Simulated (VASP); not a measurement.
# TaTi5N6 (P4/mmm) in VASP: single point with PBE

Aim: the single point of TaTi5N6 with PBE.

Program: VASP 6.6.1. These are calculated values, not measurements. Logs are shortened: lines on timing, memory, paths and dates and some standing lists are left out, and cuts for length are marked.

## 1. The cell of the first run

It takes space group P4/mmm (No. 123, tetragonal). Conventional cell: a = 3.032 Å, b = 3.032 Å, c = 12.812 Å, α = 90.00°, β = 90.00°, γ = 90.00°. Within 2.8 Å of Ti (site symmetry 4/mmm) lie 6 N at 2.11 to 2.14 Å. Within 2.8 Å of Ti (site symmetry 4mm) lie 6 N at 2.12 to 2.14 Å. Ti (site symmetry 4mm) has 6 N at 2.08 to 2.22 Å within 2.8 Å. Ta (site symmetry 4/mmm) has 6 N at 2.14 to 2.17 Å within 2.8 Å. N (site symmetry 4mm) has 6 Ti at 2.08 to 2.14 Å within 2.8 Å. Within 2.8 Å of N (site symmetry 4mm) lie 5 Ti at 2.12 to 2.14 Å and 1 Ta at 2.17 Å. Within 2.8 Å of N (site symmetry 4/mmm) lie 4 Ta at 2.14 Å and 2 Ti at 2.22 Å. N (site symmetry 4/mmm) has 6 Ti at 2.12 to 2.14 Å within 2.8 Å.

## 2. Single point, PBE

INCAR reads:

```
  PREC = Accurate
  ENCUT = 520
  EDIFF = 1E-6
  ISMEAR = 0
  SIGMA = 0.1
  LREAL = False
  LASPH = True
  NELM = 80
  ALGO = Normal
  ISIF = 2
  LWAVE = False
  LCHARG = False
  GGA = PE
  NBANDS = 62
```

KPOINTS reads:

```
Automatic mesh
0
Gamma
  12 12 4
```

POSCAR reads:

```
TaTi5N6
1.0
    3.0317796985      0.0000000000      0.0000000000
    0.0000000000      3.0317796985      0.0000000000
    0.0000000000      0.0000000000     12.8123051913
Ti Ta N
5 1 6
Direct
    0.0000000000      0.0000000000      0.0000000000
    0.5000000000      0.5000000000      0.1650955362
    0.0000000000      0.0000000000      0.3269487700
    0.0000000000      0.0000000000      0.6730512300
    0.5000000000      0.5000000000      0.8349044638
    0.5000000000      0.5000000000      0.5000000000
    0.0000000000      0.0000000000      0.1644558330
    0.5000000000      0.5000000000      0.3304834595
    0.0000000000      0.0000000000      0.5000000000
    0.5000000000      0.5000000000      0.6695165405
    0.0000000000      0.0000000000      0.8355441670
    0.5000000000      0.5000000000      0.0000000000
```

Potentials or basis: VASP PAW PBE potentials, release 64 (Ti_sv, Ta_pv, N).

Launch:

```bash
$ cat potpaw_PBE.64/Ti_sv/POTCAR potpaw_PBE.64/Ta_pv/POTCAR potpaw_PBE.64/N/POTCAR > POTCAR
$ mpirun -np 1 vasp_std > vasp.out
```

OUTCAR:

```text
PREC = Accurate
   ENCUT = 520
   EDIFF = 1E-6
   ISMEAR = 0
   LREAL = False
   LASPH = True
   NELM = 80
   ISIF = 2
   GGA = PE

 ion  position               nearest neighbor table
   1  0.000  0.000  0.000-   7 2.11  11 2.11  12 2.14  12 2.14  12 2.14  12 2.14
   2  0.500  0.500  0.165-  12 2.12   8 2.12   7 2.14   7 2.14   7 2.14   7 2.14
   3  0.000  0.000  0.327-   7 2.08   8 2.14   8 2.14   8 2.14   8 2.14   9 2.22   6 3.08   6 3.08
                             6 3.08   6 3.08
   4  0.000  0.000  0.673-  11 2.08  10 2.14  10 2.14  10 2.14  10 2.14   9 2.22   6 3.08   6 3.08
                             6 3.08   6 3.08
   5  0.500  0.500  0.835-  12 2.12  10 2.12  11 2.14  11 2.14  11 2.14  11 2.14
   6  0.500  0.500  0.500-   9 2.14   9 2.14   9 2.14   9 2.14  10 2.17   8 2.17   4 3.08   4 3.08
                             3 3.08   4 3.08   3 3.08   3 3.08   4 3.08   3 3.08
   7  0.000  0.000  0.164-   3 2.08   1 2.11   2 2.14   2 2.14   2 2.14   2 2.14
   8  0.500  0.500  0.330-   2 2.12   3 2.14   3 2.14   3 2.14   3 2.14   6 2.17
   9  0.000  0.000  0.500-   6 2.14   6 2.14   6 2.14   6 2.14   3 2.22   4 2.22
  10  0.500  0.500  0.670-   5 2.12   4 2.14   4 2.14   4 2.14   4 2.14   6 2.17
  11  0.000  0.000  0.836-   4 2.08   1 2.11   5 2.14   5 2.14   5 2.14   5 2.14
  12  0.500  0.500  0.000-   2 2.12   5 2.12   1 2.14   1 2.14   1 2.14   1 2.14

  LATTYP: Found a simple tetragonal cell.
 ALAT       =     3.0317796985
 C/A-ratio  =     4.2260013805

  Lattice vectors:

 A1 = (   3.0317796985,   0.0000000000,   0.0000000000)
 A2 = (   0.0000000000,   3.0317796985,   0.0000000000)
 A3 = (   0.0000000000,   0.0000000000,  12.8123051913)

Analysis of symmetry for initial positions (statically):
=====================================================================
 Subroutine PRICEL returns:
 Original cell was already a primitive cell.

 Routine SETGRP: Setting up the symmetry group for a
 simple tetragonal supercell.

 Subroutine GETGRP returns: Found 16 space group operations
 (whereof 16 operations were pure point group operations)
 out of a pool of 16 trial point group operations.

The static configuration has the point symmetry D_4h.

Analysis of symmetry for dynamics (positions and initial velocities):
=====================================================================
 Subroutine PRICEL returns:
 Original cell was already a primitive cell.

 Routine SETGRP: Setting up the symmetry group for a
 simple tetragonal supercell.

 Subroutine GETGRP returns: Found 16 space group operations
 (whereof 16 operations were pure point group operations)
 out of a pool of 16 trial point group operations.

The dynamic configuration has the point symmetry D_4h.

 Subroutine INISYM returns: Found 16 space group operations
 (whereof 16 operations are pure point group operations),
 and found     1 'primitive' translations

----------------------------------------------------------------------------------------

                                     Primitive cell

  volume of cell :     117.7667

  direct lattice vectors                    reciprocal lattice vectors
     3.031779698  0.000000000  0.000000000     0.329839269  0.000000000  0.000000000
     0.000000000  3.031779698  0.000000000     0.000000000  0.329839269  0.000000000
     0.000000000  0.000000000 12.812305191     0.000000000  0.000000000  0.078049967

  length of vectors
     3.031779698  3.031779698 12.812305191     0.329839269  0.329839269  0.078049967

  position of ions in fractional coordinates (direct lattice)
     0.000000000  0.000000000  0.000000000
     0.500000000  0.500000000  0.165095536
     0.000000000  0.000000000  0.326948770
     0.000000000  0.000000000  0.673051230
     0.500000000  0.500000000  0.834904464
     0.500000000  0.500000000  0.500000000
     0.000000000  0.000000000  0.164455833
     0.500000000  0.500000000  0.330483460
     0.000000000  0.000000000  0.500000000
     0.500000000  0.500000000  0.669516540
     0.000000000  0.000000000  0.835544167
     0.500000000  0.500000000  0.000000000

  ion indices of the primitive-cell ions
   primitive index   ion index
                 1           1
                 2           2
                 3           3
                 4           4
                 5           5
                 6           6
                 7           7
                 8           8
                 9           9
                10          10
                11          11
                12          12

----------------------------------------------------------------------------------------

 KPOINTS: Automatic mesh

Automatic generation of k-mesh.
 Grid dimensions read from file:
 generate k-points for:   12   12    4

 Generating k-lattice:

  Cartesian coordinates                     Fractional coordinates (reciprocal lattice)
     0.027486606  0.000000000  0.000000000     0.083333333  0.000000000  0.000000000
     0.000000000  0.027486606  0.000000000     0.000000000  0.083333333  0.000000000
     0.000000000  0.000000000  0.019512492     0.000000000  0.000000000  0.250000000

  Length of vectors
     0.027486606  0.027486606  0.019512492

  Shift w.r.t. Gamma in fractional coordinates (k-lattice)
     0.000000000  0.000000000  0.000000000

 Subroutine IBZKPT returns following result:
 ===========================================

 Found     84 irreducible k-points:

 Following reciprocal coordinates:
            Coordinates               Weight
  0.000000  0.000000  0.000000      1.000000
  0.083333  0.000000  0.000000      4.000000
  0.166667  0.000000  0.000000      4.000000
  0.250000  0.000000  0.000000      4.000000
  0.333333  0.000000  0.000000      4.000000
  0.416667  0.000000  0.000000      4.000000
[... 16 lines left out ...]
  0.333333  0.333333  0.000000      4.000000
  0.416667  0.333333  0.000000      8.000000
 [... further k-points ...]
   k-points           NKPTS =     84   k-points in BZ     NKDIM =     84   number of bands    NBANDS=     62
   number of dos      NEDOS =    301   number of ions     NIONS =     12
   total plane-waves  NPLWV =  55296
   dimension x,y,z NGX =    24 NGY =   24 NGZ =   96
   dimension x,y,z NGXF=    48 NGYF=   48 NGZF=  192
   ions per type =               5   1   6
   NGX,Y,Z   is equivalent  to a cutoff of  13.16, 13.16, 12.46 a.u.
   NGXF,Y,Z  is equivalent  to a cutoff of  26.32, 26.32, 24.91 a.u.
 SYSTEM =  unknown system
   PREC   = accura    normal or accurate (medium, high low for compatibility)
   ISTART =      0    job   : 0-new  1-cont  2-samecut
   ICHARG =      2    charge: 1-file 2-atom 10-const
   ISPIN  =      1    spin polarized calculation?
   LNONCOLLINEAR =      F non collinear calculations
   LSORBIT =      F    spin-orbit coupling
   LASPH  =      T    aspherical Exc in radial PAW
   ENCUT  =  520.0 eV  38.22 Ry    6.18 a.u.   5.64  5.64 23.82*2*pi/ulx,y,z
   NELM   =     80;   NELMIN=  2; NELMDL= -5     # of ELM steps
   EDIFF  = 0.1E-05   stopping-criterion for ELM
   LREAL  =      F    real-space projection
   EDIFFG = 0.1E-04   stopping-criterion for IOM
   NSW    =      0    number of steps for IOM
   IBRION =     -1    ionic relax: 0-MD 1-quasi-New 2-CG
   NFREE  =      0    steps in history (QN), initial steepest desc. (CG)
   ISIF   =      2    stress and relaxation
   ISYM   =      2    0-nonsym 1-usesym 2-fastsym
   POTIM  = 0.5000    time-step for ionic-motion
   TEBEG  =    0.0;   TEEND  =   0.0 temperature during run
   PSTRESS=    0.0 pullay stress
   NELECT =     101.0000    total number of electrons
   NUPDOWN=      -1.0000    fix difference up-down
   EMIN   =  10.00;   EMAX   =-10.00  energy-range for DOS
   EFERMI =   0.00;   METHOD = LEGACY
   ISMEAR =     0;   SIGMA  =   0.10  broadening in eV -4-tet -1-fermi 0-gaus
   EFERMI_NEDOS =   21; number of points for ismear=-14 and -15
   IALGO  =     38    algorithm
   IMIX   =      4    mixing-type and parameters
     AMIX     =   0.40;   BMIX     =  1.00
     AMIX_MAG =   1.60;   BMIX_MAG =  1.00
  volume/ion in A,a.u.               =       9.81        66.23
  Fermi-wavevector in a.u.,A,eV,Ry     =   1.555396  2.939273 32.916005  2.419258
  Thomas-Fermi vector in A             =   2.659344
   LORBIT       =      0    0 simple, 1 ext, 2 COOP (PROOUT), +10 PAW based schemes
   GGA     = PE    functional components
   LHFCALC =     F    Hartree Fock is set to
   AEXX    =    0.0000 exact exchange contribution
   IVDW    =     0    specifies the selected vdW correction
   LEPSILON=     F    determine dielectric tensor
   LRPA    =     F    only Hartree local field effects (RPA)
 non-spin polarized calculation
 Gauss-broadening in eV      SIGMA  =   0.10
  energy-cutoff  :      520.00
  volume of cell :      117.77
 maximum number of plane-waves:      3208
 NGX is ok and might be reduce to    24
   NGX = 11   NGY = 11   NGZ = 47

 number of electron     101.0000015 magnetization

 Free energy of the ion-electron system (eV)
  ---------------------------------------------------
  ext. energy  EPLUGINS =         0.00000000
  ---------------------------------------------------
  free energy    TOTEN  =      -120.17418503 eV

  energy without entropy =     -120.15127778  energy(sigma->0) =     -120.16273140

 E-fermi :  11.0096     XC(G=0): -13.0386

 val. band max:       11.0060053792   @ k =   0.3333   0.0000   0.0000
 cond. band min:      11.0121923864   @ k =   0.5000   0.1667   0.2500
 fundamental gap:      0.0061870073
 Fermi energy:        11.0096476251

 k-point     1 :       0.0000    0.0000    0.0000
  band No.  band energies     occupation
      1     -46.8885      2.00000
      2     -46.8597      2.00000
      3     -46.8423      2.00000
      4     -46.7879      2.00000
      5     -46.7721      2.00000
      6     -25.0273      2.00000
[... 1549 lines left out ...]
     61      13.1860      0.00000
     62      13.2233      0.00000

 [... further k-points ...]

------------------------ aborting loop because EDIFF is reached ----------------------------------------

  FORCE on cell =-STRESS in cart. coord.  units (eV):
  Direction    XX          YY          ZZ          XY          YZ          ZX
  --------------------------------------------------------------------------------------
  -------------------------------------------------------------------------------------
  Total        0.3417182      0.3417182      0.3736425      0.0000000     -0.0000000      0.0000000
  in kB        4.6489637      4.6489637      5.0832830      0.0000000     -0.0000000      0.0000000
  external PRESSURE =       4.7937368 kB  Pullay stress =       0.0000000 kB

 VOLUME and BASIS-vectors are now :
 -----------------------------------------------------------------------------
  energy-cutoff  :      520.00
  volume of cell :      117.77
      direct lattice vectors                 reciprocal lattice vectors
     3.031779698  0.000000000  0.000000000     0.329839269  0.000000000  0.000000000
     0.000000000  3.031779698  0.000000000     0.000000000  0.329839269  0.000000000
     0.000000000  0.000000000 12.812305191     0.000000000  0.000000000  0.078049967

 POSITION                                       TOTAL-FORCE (eV/Angst)
 -----------------------------------------------------------------------------------
      0.00000      0.00000      0.00000         0.000000     -0.000000      0.000000
      1.51589      1.51589      2.11525         0.000000      0.000000      0.006316
      0.00000      0.00000      4.18897         0.000000     -0.000000      0.004063
      0.00000      0.00000      8.62334         0.000000     -0.000000     -0.004063
      1.51589      1.51589     10.69705        -0.000000      0.000000     -0.006316
      1.51589      1.51589      6.40615         0.000000     -0.000000      0.000000
      0.00000      0.00000      2.10706         0.000000     -0.000000     -0.004468
      1.51589      1.51589      4.23425         0.000000     -0.000000     -0.013169
      0.00000      0.00000      6.40615         0.000000     -0.000000      0.000000
      1.51589      1.51589      8.57805         0.000000     -0.000000      0.013169
      0.00000      0.00000     10.70525         0.000000     -0.000000      0.004468
      1.51589      1.51589      0.00000         0.000000     -0.000000      0.000000
 -----------------------------------------------------------------------------------
    total drift:                                0.000000     -0.000000      0.000000

  FREE ENERGIE OF THE ION-ELECTRON SYSTEM (eV)
  ---------------------------------------------------
  free  energy   TOTEN  =      -120.1741850330 eV

  energy  without entropy=     -120.1512777750  energy(sigma->0) =     -120.16273140
```

It took 19 min on 1 thread of Intel Xeon 8259CL, shared host; peak memory 0.56 GiB.

Results:

```
Free energy            : -120.1742 eV
Pressure               : 0.5 GPa
Largest force          : 0.013 eV/Å
Band gap on the k mesh : zero (an odd number of electrons rules out a gap without spin polarisation)
```

Forces in eV/Å, atoms in the order of the input:
```
Ti   0.000  0.000  0.000
Ti   0.000  0.000  0.006
Ti   0.000  0.000  0.004
Ti   0.000  0.000 -0.004
Ti   0.000  0.000 -0.006
Ta   0.000  0.000  0.000
N    0.000  0.000 -0.004
N    0.000  0.000 -0.013
N    0.000  0.000  0.000
N    0.000  0.000  0.013
N    0.000  0.000  0.004
N    0.000  0.000  0.000
```

Caveat: spin-orbit coupling is left out, which moves the levels of the heavy elements.
